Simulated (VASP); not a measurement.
# Pb (Fm-3m) in VASP: single point with PBEsol

Aim: the single point of Pb with PBEsol.

Everything below comes from runs of VASP 6.6.1. Logs are shortened: lines on timing, memory, paths and dates and some standing lists are left out, and cuts for length are marked.

## Step 1: The cell of the first run

The structure is cubic, space group Fm-3m (No. 225). Conventional cell: a = 4.935 Å, b = 4.935 Å, c = 4.935 Å, α = 90.00°, β = 90.00°, γ = 90.00°. Within 4.6 Å of Pb (site symmetry m-3m) lie 12 Pb at 3.49 Å.

## Step 2: Single point, PBEsol

File INCAR:

```
SYSTEM = Pb
ALGO = Fast
EDIFF = 1E-6
ENCUT = 520
GGA = PS
ISIF = 2
ISMEAR = 0
LASPH = .TRUE.
LCHARG = .FALSE.
LREAL = .FALSE.
LWAVE = .FALSE.
NBANDS = 13
NELM = 60
PREC = Accurate
SIGMA = 0.1
```

File KPOINTS:

```
k-points
0
G
  14 14 14
  0 0 0
```

File POSCAR:

```
Pb
1.0
    0.0000000000      2.4674785448      2.4674785448
    2.4674785448      0.0000000000      2.4674785448
    2.4674785448      2.4674785448      0.0000000000
Pb
1
Direct
    0.0000000000      0.0000000000      0.0000000000
```

Potentials or basis: VASP PAW PBE potentials, release 64 (Pb_d).

Command:

```console
$ cat potpaw_PBE.64/Pb_d/POTCAR > POTCAR
$ mpirun -np 1 vasp_std > vasp.out
```

OUTCAR:

```text
SYSTEM = Pb
   EDIFF = 1E-6
   ENCUT = 520
   GGA = PS
   ISIF = 2
   ISMEAR = 0
   LASPH = .TRUE.
   LREAL = .FALSE.
   NELM = 60
   PREC = Accurate

 ion  position               nearest neighbor table
   1  0.000  0.000  0.000-

  LATTYP: Found a face centered cubic cell.
 ALAT       =     4.9349570896

  Lattice vectors:

 A1 = (   0.0000000000,   2.4674785448,   2.4674785448)
 A2 = (   2.4674785448,   0.0000000000,   2.4674785448)
 A3 = (   2.4674785448,   2.4674785448,   0.0000000000)

Analysis of symmetry for initial positions (statically):
=====================================================================
 Subroutine PRICEL returns:
 Original cell was already a primitive cell.

 Routine SETGRP: Setting up the symmetry group for a
 face centered cubic supercell.

 Subroutine GETGRP returns: Found 48 space group operations
 (whereof 48 operations were pure point group operations)
 out of a pool of 48 trial point group operations.

The static configuration has the point symmetry O_h .

Analysis of symmetry for dynamics (positions and initial velocities):
=====================================================================
 Subroutine PRICEL returns:
 Original cell was already a primitive cell.

 Routine SETGRP: Setting up the symmetry group for a
 face centered cubic supercell.

 Subroutine GETGRP returns: Found 48 space group operations
 (whereof 48 operations were pure point group operations)
 out of a pool of 48 trial point group operations.

The dynamic configuration has the point symmetry O_h .

 Subroutine INISYM returns: Found 48 space group operations
 (whereof 48 operations are pure point group operations),
 and found     1 'primitive' translations

----------------------------------------------------------------------------------------

                                     Primitive cell

  volume of cell :      30.0462

  direct lattice vectors                    reciprocal lattice vectors
     0.000000000  2.467478545  2.467478545    -0.202636007  0.202636007  0.202636007
     2.467478545  0.000000000  2.467478545     0.202636007 -0.202636007  0.202636007
     2.467478545  2.467478545  0.000000000     0.202636007  0.202636007 -0.202636007

  length of vectors
     3.489541623  3.489541623  3.489541623     0.350975860  0.350975860  0.350975860

  position of ions in fractional coordinates (direct lattice)
     0.000000000  0.000000000  0.000000000

  ion indices of the primitive-cell ions
   primitive index   ion index
[... 82 lines left out ...]
   TEBEG  =    0.0;   TEEND  =   0.0 temperature during run
   PSTRESS=    0.0 pullay stress
   NELECT =      14.0000    total number of electrons
   NUPDOWN=      -1.0000    fix difference up-down
   EMIN   =  10.00;   EMAX   =-10.00  energy-range for DOS
   EFERMI =   0.00;   METHOD = LEGACY
   ISMEAR =     0;   SIGMA  =   0.10  broadening in eV -4-tet -1-fermi 0-gaus
   EFERMI_NEDOS =   21; number of points for ismear=-14 and -15
   IALGO  =     68    algorithm
   IMIX   =      4    mixing-type and parameters
     AMIX     =   0.40;   BMIX     =  1.00
     AMIX_MAG =   1.60;   BMIX_MAG =  1.00
  volume/ion in A,a.u.               =      30.05       202.76
  Fermi-wavevector in a.u.,A,eV,Ry     =   1.269173  2.398389 21.916263  1.610800
  Thomas-Fermi vector in A             =   2.402228
   LORBIT       =      0    0 simple, 1 ext, 2 COOP (PROOUT), +10 PAW based schemes
   GGA     = PS    functional components
   LHFCALC =     F    Hartree Fock is set to
   AEXX    =    0.0000 exact exchange contribution
   IVDW    =     0    specifies the selected vdW correction
   LEPSILON=     F    determine dielectric tensor
   LRPA    =     F    only Hartree local field effects (RPA)
 non-spin polarized calculation
 RMM-DIIS sequential band-by-band and
 Gauss-broadening in eV      SIGMA  =   0.10
  energy-cutoff  :      520.00
  volume of cell :       30.05
 maximum number of plane-waves:       869
 NGX is ok and might be reduce to    28
   NGX = 13   NGY = 13   NGZ = 13

 number of electron      13.9999999 magnetization

 Free energy of the ion-electron system (eV)
  ---------------------------------------------------
  ext. energy  EPLUGINS =         0.00000000
  ---------------------------------------------------
  free energy    TOTEN  =        -4.00370229 eV

  energy without entropy =       -4.00161865  energy(sigma->0) =       -4.00266047

 E-fermi :   7.2365     XC(G=0): -10.3852

 val. band max:        7.2340571031   @ k =  -0.2857   0.2857   0.0714
 cond. band min:       7.2511376348   @ k =   0.3571   0.2143   0.0000
 fundamental gap:      0.0170805317
 Fermi energy:         7.2364823440

 k-point     1 :       0.0000    0.0000    0.0000
  band No.  band energies     occupation
      1      -9.7909      2.00000
      2      -9.7909      2.00000
      3      -9.7909      2.00000
      4      -9.6449      2.00000
      5      -9.6449      2.00000
      6      -4.6276      2.00000
      7      14.6872      0.00000
      8      14.6872      0.00000
      9      14.6872      0.00000
     10      16.9726      0.00000
     11      18.6360      0.00000
     12      19.7500      0.00000
     13      19.7500      0.00000
[... 354 lines left out ...]
  band No.  band energies     occupation
      1      -9.8339      2.00000
      2      -9.7308      2.00000
      3      -9.7015      2.00000
      4      -9.6584      2.00000
      5      -9.5732      2.00000
      6      -3.1784      2.00000
      7       8.4600      0.00000
      8      11.9634      0.00000
      9      12.2233      0.00000
     10      15.6516      0.00000
     11      17.2721      0.00000
     12      21.0495      0.00000
     13      21.6680      0.00000

 [... further k-points ...]

------------------------ aborting loop because EDIFF is reached ----------------------------------------

  FORCE on cell =-STRESS in cart. coord.  units (eV):
  Direction    XX          YY          ZZ          XY          YZ          ZX
  --------------------------------------------------------------------------------------
  -------------------------------------------------------------------------------------
  Total       -0.0047358     -0.0047358     -0.0047358     -0.0000000     -0.0000000      0.0000000
  in kB       -0.2525289     -0.2525289     -0.2525289     -0.0000000     -0.0000000      0.0000000
  external PRESSURE =      -0.2525289 kB  Pullay stress =       0.0000000 kB

 VOLUME and BASIS-vectors are now :
 -----------------------------------------------------------------------------
  energy-cutoff  :      520.00
  volume of cell :       30.05
      direct lattice vectors                 reciprocal lattice vectors
     0.000000000  2.467478545  2.467478545    -0.202636007  0.202636007  0.202636007
     2.467478545  0.000000000  2.467478545     0.202636007 -0.202636007  0.202636007
     2.467478545  2.467478545  0.000000000     0.202636007  0.202636007 -0.202636007

 POSITION                                       TOTAL-FORCE (eV/Angst)
 -----------------------------------------------------------------------------------
      0.00000      0.00000      0.00000         0.000000      0.000000      0.000000
 -----------------------------------------------------------------------------------
    total drift:                               -0.000000     -0.000000     -0.000000

  FREE ENERGIE OF THE ION-ELECTRON SYSTEM (eV)
  ---------------------------------------------------
  free  energy   TOTEN  =        -4.0037022935 eV

  energy  without entropy=       -4.0016186462  energy(sigma->0) =       -4.00266047
```

OSZICAR:

```text
N       E                     dE             d eps       ncg     rms          rms(c)
DAV:   1     0.106365139978E+03    0.10637E+03   -0.72217E+03  2752   0.127E+03
DAV:   2     0.108132785613E+01   -0.10528E+03   -0.10191E+03  2864   0.309E+02
DAV:   3    -0.390342022401E+01   -0.49847E+01   -0.49700E+01  3300   0.725E+01
DAV:   4    -0.401586887272E+01   -0.11245E+00   -0.11243E+00  3368   0.117E+01
DAV:   5    -0.402103252414E+01   -0.51637E-02   -0.51634E-02  3738   0.234E+00    0.586E-01
RMM:   6    -0.400712406580E+01    0.13908E-01   -0.14763E-02  3242   0.177E+00    0.281E-01
RMM:   7    -0.400373584180E+01    0.33882E-02   -0.89671E-03  3265   0.106E+00    0.898E-02
RMM:   8    -0.400364250812E+01    0.93334E-04   -0.16649E-03  3871   0.616E-01    0.140E-02
RMM:   9    -0.400369373963E+01   -0.51232E-04   -0.53184E-04  4052   0.225E-01    0.146E-02
RMM:  10    -0.400369883145E+01   -0.50918E-05   -0.14641E-04  3513   0.212E-01    0.913E-03
RMM:  11    -0.400370089785E+01   -0.20664E-05   -0.70766E-05  4163   0.930E-02    0.203E-03
RMM:  12    -0.400370215466E+01   -0.12568E-05   -0.13639E-05  3123   0.395E-02    0.181E-03
RMM:  13    -0.400370229354E+01   -0.13887E-06   -0.26640E-06  2090   0.183E-02
   1 F= -.40037023E+01 E0= -.40026605E+01  d E =-.208365E-02
```

Run time: 28 s. Hardware: 1 thread of Intel Xeon Platinum 8559C (Emerald Rapids), shared host; peak memory 0.17 GiB.

What came out:

| Quantity | Value |
| --- | --- |
| Free energy | -4.0037 eV |
| Pressure | 0.0 GPa |
| Band gap on the k mesh | zero (band 7 reaches 14.69 eV, above the bottom of band 8 at 5.61 eV) |

Levels at points of the mesh, in eV from the Fermi level:
| k point | band 3 | band 4 | band 5 | band 6 | band 7 | band 8 | band 9 | band 10 | band 11 | band 12 |
| --- | --- | --- | --- | --- | --- | --- | --- | --- | --- | --- |
| (0.00, 0.00, 0.00) | -17.03 | -16.88 | -16.88 | -11.86 | 7.45 | 7.45 | 7.45 | 9.74 | 11.40 | 12.51 |
| (0.50, 0.00, 0.00) | -17.02 | -16.74 | -16.74 | -8.18 | -4.30 | 5.59 | 5.59 | 9.20 | 9.51 | 11.22 |
| (0.50, 0.50, 0.00) | -16.75 | -16.71 | -16.71 | -6.74 | -3.35 | 2.02 | 2.02 | 5.36 | 6.64 | 18.29 |

Caveat: the PAW data sets were made with another functional, which shifts forces and pressure a little; spin-orbit coupling is left out, which moves the levels of the heavy elements.
